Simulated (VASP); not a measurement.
# Al (Fm-3m) in VASP: notebook, part 2 of 2

VASP 6.6.1.

## Step 3: Single point, r2SCAN

The input, POSCAR:

```
Al
1.0
    0.0000000000      1.9966927595      1.9966927595
    1.9966927595      0.0000000000      1.9966927595
    1.9966927595      1.9966927595      0.0000000000
Al
1
Direct
    0.0000000000      0.0000000000      0.0000000000
```

The input, INCAR.step1:

```
ALGO = Normal ; EDIFF = 1E-4
ENCUT = 520 ; GGA = PE
ISMEAR = 0 ; LASPH = T
LCHARG = F ; LREAL = F
LWAVE = T ; NBANDS = 8
NELM = 80 ; PREC = Accurate
SIGMA = 1.0
```

The input, INCAR.step2:

```
ALGO = Normal ; EDIFF = 1E-6
ENCUT = 520 ; ISIF = 2
ISMEAR = 0 ; ISTART = 1
LASPH = T ; LCHARG = F
LMIXTAU = T ; LREAL = F
LWAVE = F ; METAGGA = R2SCAN
NBANDS = 8 ; NELM = 80
PREC = Accurate ; SIGMA = 1.0
```

The input, KPOINTS:

```
k-points
0
Gamma
  14 14 14
```

Potentials or basis: VASP PAW PBE potentials, release 64 (Al).

The run is started by

```
cat potpaw_PBE.64/Al/POTCAR > POTCAR
cp INCAR.step1 INCAR
mpirun -np 1 vasp_std > vasp.out
cp INCAR.step2 INCAR
mpirun -np 1 vasp_std > vasp.out
```

OUTCAR:

```text
EDIFF = 1E-6
   ENCUT = 520
   ISIF = 2
   ISMEAR = 0
   ISTART = 1
   LASPH = T
   LREAL = F
   METAGGA = R2SCAN
   NELM = 80
   PREC = Accurate

 ion  position               nearest neighbor table
   1  0.000  0.000  0.000-

  LATTYP: Found a face centered cubic cell.
 ALAT       =     3.9933855190

  Lattice vectors:

 A1 = (   0.0000000000,   1.9966927595,   1.9966927595)
 A2 = (   1.9966927595,   0.0000000000,   1.9966927595)
 A3 = (   1.9966927595,   1.9966927595,   0.0000000000)

Analysis of symmetry for initial positions (statically):
=====================================================================
 Subroutine PRICEL returns:
 Original cell was already a primitive cell.

 Routine SETGRP: Setting up the symmetry group for a
 face centered cubic supercell.

 Subroutine GETGRP returns: Found 48 space group operations
 (whereof 48 operations were pure point group operations)
 out of a pool of 48 trial point group operations.

The static configuration has the point symmetry O_h .

Analysis of symmetry for dynamics (positions and initial velocities):
=====================================================================
 Subroutine PRICEL returns:
 Original cell was already a primitive cell.

 Routine SETGRP: Setting up the symmetry group for a
 face centered cubic supercell.

 Subroutine GETGRP returns: Found 48 space group operations
 (whereof 48 operations were pure point group operations)
 out of a pool of 48 trial point group operations.

The dynamic configuration has the point symmetry O_h .

 Subroutine INISYM returns: Found 48 space group operations
 (whereof 48 operations are pure point group operations),
 and found     1 'primitive' translations

----------------------------------------------------------------------------------------

                                     Primitive cell

  volume of cell :      15.9208

  direct lattice vectors                    reciprocal lattice vectors
     0.000000000  1.996692759  1.996692759    -0.250414090  0.250414090  0.250414090
     1.996692759  0.000000000  1.996692759     0.250414090 -0.250414090  0.250414090
     1.996692759  1.996692759  0.000000000     0.250414090  0.250414090 -0.250414090

  length of vectors
     2.823749980  2.823749980  2.823749980     0.433729926  0.433729926  0.433729926

  position of ions in fractional coordinates (direct lattice)
     0.000000000  0.000000000  0.000000000

  ion indices of the primitive-cell ions
   primitive index   ion index
                 1           1

----------------------------------------------------------------------------------------

 KPOINTS: k-points

Automatic generation of k-mesh.
 Grid dimensions read from file:
 generate k-points for:   14   14   14

 Generating k-lattice:

  Cartesian coordinates                     Fractional coordinates (reciprocal lattice)
    -0.017886721  0.017886721  0.017886721     0.071428571  0.000000000  0.000000000
     0.017886721 -0.017886721  0.017886721     0.000000000  0.071428571  0.000000000
     0.017886721  0.017886721 -0.017886721     0.000000000  0.000000000  0.071428571

  Length of vectors
     0.030980709  0.030980709  0.030980709

  Shift w.r.t. Gamma in fractional coordinates (k-lattice)
     0.000000000  0.000000000  0.000000000

 Subroutine IBZKPT returns following result:
 ===========================================

 Found    104 irreducible k-points:

 Following reciprocal coordinates:
            Coordinates               Weight
  0.000000  0.000000  0.000000      1.000000
  0.071429  0.000000  0.000000      8.000000
  0.142857  0.000000  0.000000      8.000000
  0.214286  0.000000  0.000000      8.000000
  0.285714  0.000000  0.000000      8.000000
  0.357143  0.000000  0.000000      8.000000
[... 16 lines left out ...]
  0.214286  0.142857  0.000000     24.000000
  0.285714  0.142857  0.000000     24.000000
 [... further k-points ...]
   k-points           NKPTS =    104   k-points in BZ     NKDIM =    104   number of bands    NBANDS=      8
   number of dos      NEDOS =    301   number of ions     NIONS =      1
   total plane-waves  NPLWV =  13824
   dimension x,y,z NGX =    24 NGY =   24 NGZ =   24
   dimension x,y,z NGXF=    48 NGYF=   48 NGZF=   48
   ions per type =               1
   NGX,Y,Z   is equivalent  to a cutoff of  14.13, 14.13, 14.13 a.u.
   NGXF,Y,Z  is equivalent  to a cutoff of  28.26, 28.26, 28.26 a.u.
 SYSTEM =  unknown system
   PREC   = accura    normal or accurate (medium, high low for compatibility)
   ISTART =      1    job   : 0-new  1-cont  2-samecut
   ICHARG =      0    charge: 1-file 2-atom 10-const
   ISPIN  =      1    spin polarized calculation?
   LNONCOLLINEAR =      F non collinear calculations
   LSORBIT =      F    spin-orbit coupling
   LASPH  =      T    aspherical Exc in radial PAW
   ENCUT  =  520.0 eV  38.22 Ry    6.18 a.u.   5.25  5.25  5.25*2*pi/ulx,y,z
   NELM   =     80;   NELMIN=  2; NELMDL=  0     # of ELM steps
   EDIFF  = 0.1E-05   stopping-criterion for ELM
   LREAL  =      F    real-space projection
   EDIFFG = 0.1E-04   stopping-criterion for IOM
   NSW    =      0    number of steps for IOM
   IBRION =     -1    ionic relax: 0-MD 1-quasi-New 2-CG
   NFREE  =      0    steps in history (QN), initial steepest desc. (CG)
   ISIF   =      2    stress and relaxation
   ISYM   =      2    0-nonsym 1-usesym 2-fastsym
   POTIM  = 0.5000    time-step for ionic-motion
   TEBEG  =    0.0;   TEEND  =   0.0 temperature during run
   PSTRESS=    0.0 pullay stress
   NELECT =       3.0000    total number of electrons
   NUPDOWN=      -1.0000    fix difference up-down
   EMIN   =  10.00;   EMAX   =-10.00  energy-range for DOS
   EFERMI =   0.00;   METHOD = LEGACY
   ISMEAR =     0;   SIGMA  =   1.00  broadening in eV -4-tet -1-fermi 0-gaus
   EFERMI_NEDOS =   21; number of points for ismear=-14 and -15
   IALGO  =     38    algorithm
   IMIX   =      4    mixing-type and parameters
     AMIX     =   0.40;   BMIX     =  1.00
     AMIX_MAG =   1.60;   BMIX_MAG =  1.00
  volume/ion in A,a.u.               =      15.92       107.44
  Fermi-wavevector in a.u.,A,eV,Ry     =   0.938557  1.773616 11.985227  0.880889
  Thomas-Fermi vector in A             =   2.065781
   LORBIT       =      0    0 simple, 1 ext, 2 COOP (PROOUT), +10 PAW based schemes
   METAGGA = R2SCAN    functional components
   LHFCALC =     F    Hartree Fock is set to
   AEXX    =    0.0000 exact exchange contribution
   IVDW    =     0    specifies the selected vdW correction
   LEPSILON=     F    determine dielectric tensor
   LRPA    =     F    only Hartree local field effects (RPA)
 non-spin polarized calculation
 Gauss-broadening in eV      SIGMA  =   1.00
  energy-cutoff  :      520.00
  volume of cell :       15.92
 maximum number of plane-waves:       444
 NGX is ok and might be reduce to    24
   NGX = 11   NGY = 11   NGZ = 11

 number of electron       3.0000000 magnetization

 Free energy of the ion-electron system (eV)
  ---------------------------------------------------
  ext. energy  EPLUGINS =         0.00000000
  ---------------------------------------------------
  free energy    TOTEN  =        -6.82865955 eV

  energy without entropy =       -6.64330902  energy(sigma->0) =       -6.73598428

 E-fermi :   8.3789     XC(G=0): -11.0410

 val. band max:        8.2763629025   @ k =  -0.3571   0.4286   0.2143
 cond. band min:       8.3870014966   @ k =   0.5000   0.2857   0.0000
 fundamental gap:      0.1106385941
 Fermi energy:         8.3789065320

 k-point     1 :       0.0000    0.0000    0.0000
  band No.  band energies     occupation
      1      -3.7016      2.00000
      2      21.9218      0.00000
      3      21.9218      0.00000
      4      21.9218      0.00000
      5      24.1157      0.00000
      6      24.1157      0.00000
      7      24.1157      0.00000
      8      26.0173      0.00000
[... 243 lines left out ...]
 k-point    24 :       0.2857    0.1429    0.0000
  band No.  band energies     occupation
      1      -1.5051      2.00000
      2      13.0277      0.00000
      3      17.6233      0.00000
      4      19.0510      0.00000
      5      19.8815      0.00000
      6      24.0960      0.00000
      7      28.1921      0.00000
      8      28.8497      0.00000

 [... further k-points ...]

------------------------ aborting loop because EDIFF is reached ----------------------------------------

  FORCE on cell =-STRESS in cart. coord.  units (eV):
  Direction    XX          YY          ZZ          XY          YZ          ZX
  --------------------------------------------------------------------------------------
  -------------------------------------------------------------------------------------
  Total        0.0411253      0.0411253      0.0411253      0.0000000     -0.0000000     -0.0000000
  in kB        4.1386200      4.1386200      4.1386200      0.0000000     -0.0000000     -0.0000000
  external PRESSURE =       4.1386200 kB  Pullay stress =       0.0000000 kB

 VOLUME and BASIS-vectors are now :
 -----------------------------------------------------------------------------
  energy-cutoff  :      520.00
  volume of cell :       15.92
      direct lattice vectors                 reciprocal lattice vectors
     0.000000000  1.996692759  1.996692759    -0.250414090  0.250414090  0.250414090
     1.996692759  0.000000000  1.996692759     0.250414090 -0.250414090  0.250414090
     1.996692759  1.996692759  0.000000000     0.250414090  0.250414090 -0.250414090

 POSITION                                       TOTAL-FORCE (eV/Angst)
 -----------------------------------------------------------------------------------
      0.00000      0.00000      0.00000         0.000000      0.000000      0.000000
 -----------------------------------------------------------------------------------
    total drift:                               -0.000000      0.000000      0.000000

  FREE ENERGIE OF THE ION-ELECTRON SYSTEM (eV)
  ---------------------------------------------------
  free  energy   TOTEN  =        -6.8286595497 eV

  energy  without entropy=       -6.6433090154  energy(sigma->0) =       -6.73598428
```

OSZICAR.step1:

```text
N       E                     dE             d eps       ncg     rms          rms(c)
DAV:   1    -0.238685190190E+01   -0.23869E+01   -0.88108E+02  1664   0.205E+02
DAV:   2    -0.385565361555E+01   -0.14688E+01   -0.14301E+01  2432   0.193E+01
DAV:   3    -0.386160819210E+01   -0.59546E-02   -0.59510E-02  2168   0.137E+00
DAV:   4    -0.386162015003E+01   -0.11958E-04   -0.11957E-04  2608   0.520E-02
DAV:   5    -0.386162017168E+01   -0.21651E-07   -0.22036E-07  2088   0.121E-03    0.136E+00
DAV:   6    -0.384833638630E+01    0.13284E-01   -0.14655E-03  2264   0.183E-01    0.790E-01
DAV:   7    -0.383865615078E+01    0.96802E-02   -0.44359E-03  2152   0.298E-01    0.152E-01
DAV:   8    -0.383865214870E+01    0.40021E-05   -0.12783E-05  2192   0.255E-02
   1 F= -.38386521E+01 E0= -.37394825E+01  d E =-.198339E+00
```

Wall time 23 s (1 thread of Intel Xeon Platinum 8488C (Sapphire Rapids), shared host); peak memory 0.13 GiB.

Results:

```
Free energy            : -6.8287 eV
Pressure               : 0.4 GPa
Band gap on the k mesh : zero (an odd number of electrons rules out a gap without spin polarisation)
```

Caveat: so wide a smearing shifts energies and pressures; the PAW data sets were made with another functional, which shifts forces and pressure a little.

## Step 4: Single point, r2SCAN

POSCAR is that of step 3.

The input, INCAR.step1:

```
  PREC = Accurate
  ENCUT = 520
  ISMEAR = 1
  SIGMA = 0.01
  LREAL = False
  LASPH = True
  NELM = 100
  NBANDS = 8
  GGA = PE
  ALGO = Normal
  EDIFF = 1E-4
  LWAVE = True
  LCHARG = False
```

The input, INCAR.step2:

```
  PREC = Accurate
  ENCUT = 520
  EDIFF = 1E-7
  ISMEAR = 1
  SIGMA = 0.01
  LREAL = False
  LASPH = True
  NELM = 100
  ALGO = Normal
  ISIF = 2
  LWAVE = False
  LCHARG = True
  METAGGA = R2SCAN
  LMIXTAU = True
  LELF = True
  LVHAR = True
  NBANDS = 8
  ISTART = 1
```

The input, KPOINTS:

```
Automatic mesh
0
Gamma
  14 14 14
```

The run is started by

```
cat potpaw_PBE.64/Al/POTCAR > POTCAR
cp INCAR.step1 INCAR
mpirun -np 1 vasp_std > vasp.out
cp INCAR.step2 INCAR
mpirun -np 1 vasp_std > vasp.out
```

It took 27 s on 1 thread of Intel Xeon Platinum 8488C (Sapphire Rapids), shared host; peak memory 0.14 GiB.

Results (log left out):

```
Free energy            : -6.7330 eV
Pressure               : -0.8 GPa
Band gap on the k mesh : zero (an odd number of electrons rules out a gap without spin polarisation)
```

Levels at points of the mesh, in eV from the Fermi level:
```csv
k point,band 1,band 2,band 3,band 4
"(0.00, 0.00, 0.00)",-12.11,13.51,13.51,13.51
"(0.50, 0.00, 0.00)",-5.16,-4.59,12.24,12.24
"(0.50, 0.50, 0.00)",-3.26,-1.68,5.46,6.17
```

Caveat: the PAW data sets were made with another functional, which shifts forces and pressure a little.

## Step 5: The runs side by side

```csv
smearing,gap on the mesh (eV),pressure (GPa)
gaussian 0.6 eV,none,-0.1
gaussian 1 eV,none,0.4
methfessel-paxton 0.01 eV,none,-0.8
```

Alike in all rows: task single point; level r2SCAN; potentials or basis VASP PAW PBE potentials, release 64 (Al); no spin polarisation; cell as given; k mesh 14 × 14 × 14; cutoff (eV) 520.

Caveats: the PAW data sets were made with another functional, which shifts forces and pressure a little; so wide a smearing shifts energies and pressures (at least some runs).

Absolute energies hang on the potentials; compare differences alone.
